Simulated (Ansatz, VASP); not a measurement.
# Two plane-wave programs on C

```
C
1.0
     0.00000    1.79667    1.70397
     1.79667    0.00000    1.70397
     1.79667    1.79667    0.00000
C
2
Cartesian
  1.7967 1.7967 1.7040
  2.6950 2.6950 2.5560
```

Change from the starting cell: strain +e along x and -e along y +0.0000, strain +e along z and -e/2 along x and y -0.0350.

Alike in both runs: task single point; functional LDA; k mesh 12 × 12 × 12; occupations gaussian, width 0.05 eV; no spin polarisation.

|  | VASP | Ansatz |
| --- | --- | --- |
| version | VASP 6.6.1 | Ansatz 0.2.0 |
| potentials or method | VASP PAW LDA potentials, release 64 (C), cutoff 520 eV | scalar-relativistic, plane waves, PAW |
| valence electrons in the cell | 8 | 8 |

Ansatz gave:

- gap on the k mesh at the Fermi level (eV): 2.87
- least direct gap on the mesh (eV): 4.71
- pressure (GPa): 0.5
- traceless stress, the component that is largest in VASP (GPa): 31.93

Estimate VASP's values.

gap on the k mesh at the Fermi level (eV): 2.87; least direct gap on the mesh (eV): 4.71; pressure (GPa): 2.2; traceless stress, the component that is largest in VASP (GPa): 31.88.

Ansatz warns that its potentials were made for another functional, while VASP's fit it. LDA's correlation is that of Perdew and Zunger in VASP and of Perdew and Wang (1992) in Ansatz.
